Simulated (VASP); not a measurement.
Runs of VASP 6.6.1 on Y. The structure is that of space group P6_3/mmc (No. 194), or close to it. The cells are those of the table. 

```tsv
task	cell	cutoff (eV)	gap on the mesh (eV)	pressure (GPa)	relaxed volume (Å³/atom)
single point	a = 3.656, b = 3.656, c = 5.682 Å, angles 90.0, 90.0, 120.0°, 2 atoms	520	none	-0.1	-
relaxation of cell and atoms	relaxed from a = 3.656, b = 3.656, c = 5.682 Å, angles 90.0, 90.0, 120.0°, 2 atoms	600	none	0.0	(a)
single point	a = 3.654, b = 3.654, c = 5.684 Å, angles 90.0, 90.0, 120.0°, 2 atoms	520	none	-0.1	-
relaxation of cell and atoms	relaxed from a = 3.608, b = 3.608, c = 5.845 Å, angles 90.0, 90.0, 120.0°, 2 atoms	600	none	0.0	32.82
```

Alike in all rows: level PBE; potentials or basis VASP PAW PBE potentials, release 64 (Y_sv); no spin polarisation; k mesh 13 × 13 × 7; smearing fermi-dirac 0.05 eV.

Question: Fill in the values left out.

Answer: (a) 32.80.

A k mesh can miss the band edges, and the runs leave out spin-orbit coupling on Y.

A gap of «none» marks levels without a gap at the run's occupations.
